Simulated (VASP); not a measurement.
# Na (I4/mmm) in VASP: single point with LDA

Aim: the single point of Na with LDA.

Program: VASP 6.6.1. These are calculated values, not measurements. Logs are shortened: lines on timing, memory, paths and dates and some standing lists are left out, and cuts for length are marked.

**1. The cell of the first run**

It takes space group I4/mmm (No. 139, tetragonal). The conventional cell has a = 5.963 Å, b = 5.963 Å, c = 13.253 Å, α = 90.00°, β = 90.00°, γ = 90.00°.

**2. Single point, LDA**

The input, INCAR:

```
SYSTEM = Na
PREC = Accurate
ENCUT = 520
EDIFF = 1E-7
ISMEAR = -1
SIGMA = 0.1
LREAL = .FALSE.
LASPH = .TRUE.
NELM = 80
ALGO = Normal
ISIF = 2
LWAVE = .FALSE.
LCHARG = .TRUE.
LELF = .TRUE.
LVHAR = .TRUE.
NBANDS = 10
```

The input, KPOINTS:

```
regular mesh
0
G
  6 6 6
  0 0 0
```

The input, POSCAR:

```
Na
1.0
   -2.9813010000      2.9813010000      6.6266040000
    2.9813010000     -2.9813010000      6.6266040000
    2.9813010000      2.9813010000     -6.6266040000
Na
1
Direct
    0.0000000000      0.0000000000      0.0000000000
```

Potentials or basis: VASP PAW LDA potentials, release 64 (Na_pv).

Started as:

```bash
> cat potpaw_LDA.64/Na_pv/POTCAR > POTCAR
> mpirun -np 1 vasp_std > vasp.out
```

OUTCAR:

```text
SYSTEM = Na
   PREC = Accurate
   ENCUT = 520
   EDIFF = 1E-7
   ISMEAR = -1
   LREAL = .FALSE.
   LASPH = .TRUE.
   NELM = 80
   ISIF = 2

 ion  position               nearest neighbor table
   1  0.000  0.000  0.000-

  LATTYP: Found a body centered tetragonal cell.
 ALAT       =     5.9626020000
 C/A-ratio  =     2.2227222276

  Lattice vectors:

 A1 = (  -2.9813010000,   2.9813010000,   6.6266040000)
 A2 = (   2.9813010000,  -2.9813010000,   6.6266040000)
 A3 = (   2.9813010000,   2.9813010000,  -6.6266040000)

Analysis of symmetry for initial positions (statically):
=====================================================================
 Subroutine PRICEL returns:
 Original cell was already a primitive cell.

 Routine SETGRP: Setting up the symmetry group for a
 body centered tetragonal supercell.

 Subroutine GETGRP returns: Found 16 space group operations
 (whereof 16 operations were pure point group operations)
 out of a pool of 16 trial point group operations.

The static configuration has the point symmetry D_4h.

Analysis of symmetry for dynamics (positions and initial velocities):
=====================================================================
 Subroutine PRICEL returns:
 Original cell was already a primitive cell.

 Routine SETGRP: Setting up the symmetry group for a
 body centered tetragonal supercell.

 Subroutine GETGRP returns: Found 16 space group operations
 (whereof 16 operations were pure point group operations)
 out of a pool of 16 trial point group operations.

The dynamic configuration has the point symmetry D_4h.

 Subroutine INISYM returns: Found 16 space group operations
 (whereof 16 operations are pure point group operations),
 and found     1 'primitive' translations

----------------------------------------------------------------------------------------

                                     Primitive cell

  volume of cell :     235.5932

  direct lattice vectors                    reciprocal lattice vectors
    -2.981301000  2.981301000  6.626604000     0.000000000  0.167712016  0.075453430
     2.981301000 -2.981301000  6.626604000     0.167712016  0.000000000  0.075453430
     2.981301000  2.981301000 -6.626604000     0.167712016  0.167712016  0.000000000

  length of vectors
     7.854183082  7.854183082  7.854183082     0.183903617  0.183903617  0.237180607

  position of ions in fractional coordinates (direct lattice)
     0.000000000  0.000000000  0.000000000

  ion indices of the primitive-cell ions
   primitive index   ion index
                 1           1

[... 78 lines left out ...]
   ISYM   =      2    0-nonsym 1-usesym 2-fastsym
   POTIM  = 0.5000    time-step for ionic-motion
   TEBEG  =    0.0;   TEEND  =   0.0 temperature during run
   PSTRESS=    0.0 pullay stress
   NELECT =       7.0000    total number of electrons
   NUPDOWN=      -1.0000    fix difference up-down
   EMIN   =  10.00;   EMAX   =-10.00  energy-range for DOS
   EFERMI =   0.00;   METHOD = LEGACY
   ISMEAR =    -1;   SIGMA  =   0.10  broadening in eV -4-tet -1-fermi 0-gaus
   EFERMI_NEDOS =   21; number of points for ismear=-14 and -15
   IALGO  =     38    algorithm
   IMIX   =      4    mixing-type and parameters
     AMIX     =   0.40;   BMIX     =  1.00
     AMIX_MAG =   1.60;   BMIX_MAG =  1.00
  volume/ion in A,a.u.               =     235.59      1589.86
  Fermi-wavevector in a.u.,A,eV,Ry     =   0.507053  0.958191  3.498094  0.257103
  Thomas-Fermi vector in A             =   1.518380
   LORBIT       =      0    0 simple, 1 ext, 2 COOP (PROOUT), +10 PAW based schemes
   GGA     = CA    functional components
   LHFCALC =     F    Hartree Fock is set to
   AEXX    =    0.0000 exact exchange contribution
   IVDW    =     0    specifies the selected vdW correction
   LEPSILON=     F    determine dielectric tensor
   LRPA    =     F    only Hartree local field effects (RPA)
 non-spin polarized calculation
  energy-cutoff  :      520.00
  volume of cell :      235.59
 maximum number of plane-waves:      6366
 NGX is ok and might be reduce to    60
   NGX = 29   NGY = 29   NGZ = 29

 number of electron       6.9999997 magnetization

 Free energy of the ion-electron system (eV)
  ---------------------------------------------------
  ext. energy  EPLUGINS =         0.00000000
  ---------------------------------------------------
  free energy    TOTEN  =        -0.35707347 eV

  energy without entropy =       -0.28877670  energy(sigma->0) =       -0.32292508

 E-fermi :  -2.2702     XC(G=0):  -3.0425

 val. band max:       -2.3193393606   @ k =   0.3333   0.1667  -0.0000
 cond. band min:      -2.2634928367   @ k =  -0.3333   0.3333   0.3333
 fundamental gap:      0.0558465240
 Fermi energy:        -2.2702408213

 k-point     1 :       0.0000    0.0000    0.0000
  band No.  band energies     occupation
      1     -28.4147      2.00000
      2     -28.4079      2.00000
      3     -28.4079      2.00000
      4      -2.9434      1.99762
      5       0.4484      0.00000
      6       1.0123      0.00000
      7       1.4685      0.00000
      8       1.4685      0.00000
      9       2.1275      0.00000
     10       2.2144      0.00000
[... 287 lines left out ...]
 k-point    24 :      -0.1667   -0.3333    0.1667
  band No.  band energies     occupation
      1     -28.4147      2.00000
      2     -28.4079      2.00000
      3     -28.4079      2.00000
      4      -2.7010      1.97342
      5      -0.5186      0.00000
      6       0.3474      0.00000
      7       1.3909      0.00000
      8       1.9843      0.00000
      9       2.1846      0.00000
     10       2.9008      0.00000

 [... further k-points ...]

------------------------ aborting loop because EDIFF is reached ----------------------------------------

  FORCE on cell =-STRESS in cart. coord.  units (eV):
  Direction    XX          YY          ZZ          XY          YZ          ZX
  --------------------------------------------------------------------------------------
  -------------------------------------------------------------------------------------
  Total       -0.5668676     -0.5668676     -0.1594782      0.0000000     -0.0000000      0.0000000
  in kB       -3.8550463     -3.8550463     -1.0845490      0.0000000     -0.0000000      0.0000000
  external PRESSURE =      -2.9315472 kB  Pullay stress =       0.0000000 kB

 VOLUME and BASIS-vectors are now :
 -----------------------------------------------------------------------------
  energy-cutoff  :      520.00
  volume of cell :      235.59
      direct lattice vectors                 reciprocal lattice vectors
    -2.981301000  2.981301000  6.626604000     0.000000000  0.167712016  0.075453430
     2.981301000 -2.981301000  6.626604000     0.167712016  0.000000000  0.075453430
     2.981301000  2.981301000 -6.626604000     0.167712016  0.167712016  0.000000000

 POSITION                                       TOTAL-FORCE (eV/Angst)
 -----------------------------------------------------------------------------------
      0.00000      0.00000      0.00000         0.000000     -0.000000      0.000000
 -----------------------------------------------------------------------------------
    total drift:                               -0.000000      0.000000     -0.000000

  FREE ENERGIE OF THE ION-ELECTRON SYSTEM (eV)
  ---------------------------------------------------
  free  energy   TOTEN  =        -0.3570734650 eV

  energy  without entropy=       -0.2887766995  energy(sigma->0) =       -0.32292508
```

stdout:

```text
POSCAR found type information on POSCAR Na
 POSCAR found :  1 types and       1 ions
 scaLAPACK will be used
 LDA part: xc-table for (Slater(with rela. corr.)+CA(PZ))
 , standard interpolation
 POSCAR, INCAR and KPOINTS ok, starting setup
 FFT: planning ... GRIDC
 FFT: planning ... GRID_SOFT
 FFT: planning ... GRID
 WAVECAR not read
 entering main loop
```

It took 2 min on 1 thread of Intel Xeon Platinum 8175M at 2.50GHz (Skylake/Cascade Lake), shared host; peak memory 0.36 GiB.

Results:

| Quantity | Value |
| --- | --- |
| Free energy | -0.3571 eV |
| Pressure | -0.3 GPa |
| Band gap on the k mesh | zero (an odd number of electrons rules out a gap without spin polarisation) |
